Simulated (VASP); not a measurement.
A run of VASP 6.6.1:

POSCAR

```
Sn
1.0
   -1.8946518200      1.8946518200      1.8946518200
    1.8946518200     -1.8946518200      1.8946518200
    1.8946518200      1.8946518200     -1.8946518200
Sn
1
Direct
    0.0000000000      0.0000000000      0.0000000000
```

File INCAR.step1:

```
SYSTEM = Sn
  PREC = Accurate
  ENCUT = 600
  ISMEAR = 1
  SIGMA = 0.1
  LREAL = .FALSE.
  LASPH = .TRUE.
  NELM = 100
  GGA = PE
  ALGO = Normal
  EDIFF = 1E-4
  LWAVE = .TRUE.
  LCHARG = .FALSE.
```

INCAR.step2

```
SYSTEM = Sn
  PREC = Accurate
  ENCUT = 600
  EDIFF = 1E-6
  ISMEAR = 1
  SIGMA = 0.1
  LREAL = .FALSE.
  LASPH = .TRUE.
  NELM = 100
  ALGO = Normal
  ISIF = 3
  LWAVE = .FALSE.
  LCHARG = .FALSE.
  METAGGA = R2SCAN
  LMIXTAU = .TRUE.
  IBRION = 2
  NSW = 100
  EDIFFG = -0.01
  ISTART = 1
```

Contents of KPOINTS:

```
Automatic mesh
0
G
  12 12 12
  0 0 0
```

Potentials or basis: VASP PAW PBE potentials, release 64 (Sn_d).

Launch:

```console
$ cat potpaw_PBE.64/Sn_d/POTCAR > POTCAR
$ cp INCAR.step1 INCAR
$ mpirun -np 1 vasp_std > vasp.out
$ cp INCAR.step2 INCAR
$ mpirun -np 1 vasp_std > vasp.out
```

Hardware: 1 thread of Intel(R) Xeon(R) Platinum 8488C (Sapphire Rapids), on a shared host.

**Question.** How long does it take, and how much memory?

**Answer.** Wall time 2.5 min on 1 thread of Intel(R) Xeon(R) Platinum 8488C (Sapphire Rapids) (shared host), peak memory 0.19 GiB. Counts: k points 72, ion steps 3.
